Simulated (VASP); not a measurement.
Crystal: As.

```xyz
2
Lattice="1.8933 1.0931 3.5373 -1.8933 1.0931 3.5373 0.0000 -2.1861 3.5373" Properties=species:S:1:pos:R:3 pbc="T T T"
As    0.0000    0.0000    2.3983
As    0.0000    0.0000    8.2137
```

Base run:

```yaml
Program: VASP 6.6.1
Functional: r2SCAN
Potentials_or_basis: VASP PAW PBE potentials, release 64 (As)
Cutoff: 520 eV
k_mesh: 9 × 9 × 9
Occupations: fermi-dirac, width 0.05 eV
Spin: no spin polarisation
```

Its results: band gap on the k mesh zero (band 5 reaches 5.24 eV, above the bottom of band 6 at 5.15 eV); pressure 0.4 GPa; largest force 0.060 eV/Å.

**Question.** After a change of settings the same cell gave: band gap on the k mesh 1.09 eV, indirect (least direct gap 1.16 eV); pressure -1.1 GPa; largest force 0.328 eV/Å. Which change was it?
A. functional from r2SCAN to PBE; further incar settings from ALGO = Normal; EDIFF = 1e-06; NBANDS = 12 to ALGO = Normal; EDIFF = 1e-07; NBANDS = 12
B. functional from r2SCAN to PBEsol; occupations from fermi-dirac, width 0.05 eV to fermi-dirac, width 0.1 eV
C. functional from r2SCAN to LDA; potentials or basis from VASP PAW PBE potentials, release 64 (As) to VASP PAW LDA potentials, release 64 (As)
D. functional from r2SCAN to PBE0; k mesh from 9 × 9 × 9 to 4 × 4 × 4

**Answer.** D.

Caveats: some runs use coarse meshes; the PAW data sets were made with another functional, which shifts forces and pressure a little.
